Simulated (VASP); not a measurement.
Set up this calculation in VASP 6.6.1, as the native input.

```yaml
Task: single point
Functional: r2SCAN
Potentials_or_basis: VASP PAW PBE potentials, release 64 (In_d, P)
Cutoff: 520 eV
k_mesh: 14 × 14 × 14
Occupations: gaussian, width 0.05 eV
Spin: no spin polarisation
Dipole_correction: no
Further_INCAR_settings: ALGO = Normal; EDIFF = 1e-06; NBANDS = 16
```

InP:

```
CELL_PARAMETERS angstrom
0.00000 2.91357 2.91357
2.91357 0.00000 2.91357
2.91357 2.91357 0.00000
ATOMIC_POSITIONS crystal
In 0.00000 0.00000 0.00000
P 0.25000 0.25000 0.25000
```

These files were run (other wordings do the same):

POSCAR

```
InP
1.0
    0.0000000000      2.9135663926      2.9135663926
    2.9135663926      0.0000000000      2.9135663926
    2.9135663926      2.9135663926      0.0000000000
In P
1 1
Direct
    0.0000000000      0.0000000000      0.0000000000
    0.2500000000      0.2500000000      0.2500000000
```

INCAR.step1

```
SYSTEM = InP
  PREC = Accurate
  ENCUT = 520
  ISMEAR = 0
  SIGMA = 0.05
  LREAL = .FALSE.
  LASPH = .TRUE.
  NELM = 60
  NBANDS = 16
  GGA = PE
  ALGO = Normal
  EDIFF = 1E-4
  LWAVE = .TRUE.
  LCHARG = .FALSE.
```

INCAR.step2

```
SYSTEM = InP
  PREC = Accurate
  ENCUT = 520
  EDIFF = 1E-6
  ISMEAR = 0
  SIGMA = 0.05
  LREAL = .FALSE.
  LASPH = .TRUE.
  NELM = 60
  ALGO = Normal
  ISIF = 2
  LWAVE = .FALSE.
  LCHARG = .FALSE.
  METAGGA = R2SCAN
  LMIXTAU = .TRUE.
  NBANDS = 16
  ISTART = 1
```

KPOINTS

```
regular mesh
0
G
  14 14 14
  0 0 0
```

Potentials or basis: VASP PAW PBE potentials, release 64 (In_d, P).

The run is started by

```console
$ cat potpaw_PBE.64/In_d/POTCAR potpaw_PBE.64/P/POTCAR > POTCAR
$ cp INCAR.step1 INCAR
$ mpirun -np 1 vasp_std > vasp.out
$ cp INCAR.step2 INCAR
$ mpirun -np 1 vasp_std > vasp.out
```

It gave:

```yaml
Pressure: 2.9 GPa
Band_gap_on_the_k_mesh: 1.27 eV
```

Caveat: the PAW data sets were made with another functional, which shifts forces and pressure a little; spin-orbit coupling is left out, which moves the levels of the heavy elements.

It took 4.5 min on 1 thread of Intel Xeon 8259CL (shared host), peak memory 0.24 GiB.
